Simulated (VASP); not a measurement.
Input of a VASP 6.6.1 run:

File INCAR:

```
PREC = Accurate ; ENCUT = 520
EDIFF = 1E-6 ; ISMEAR = -1
SIGMA = 0.1 ; LREAL = False
LASPH = True ; NELM = 150
ALGO = Normal ; ISIF = 2
LWAVE = False ; LCHARG = True
ISPIN = 2 ; MAGMOM = 3.2 3.2
LORBIT = 11 ; LMAXMIX = 4
GGA = PS ; LELF = True
LVHAR = True ; NBANDS = 20
```

File KPOINTS:

```
regular mesh
0
Gamma
  13 13 7
```

Contents of POSCAR:

```
Co
1.0
    2.4648934833      0.0000000000      0.0000000000
   -1.2324467416      2.1346583122      0.0000000000
    0.0000000000      0.0000000000      4.0009053153
Co
2
Direct
    0.3333333333      0.6666666667      0.2500000000
    0.6666666667      0.3333333333      0.7500000000
```

Potentials or basis: VASP PAW PBE potentials, release 64 (Co).

The run is started by

```bash
$ cat potpaw_PBE.64/Co/POTCAR > POTCAR
$ mpirun -np 1 vasp_std > vasp.out
```

(1) What does it give for the net moment?

(2) Estimate the site moments.

## Answers

(1) 3.16 μB per cell.

(2) Co +1.59 μB.
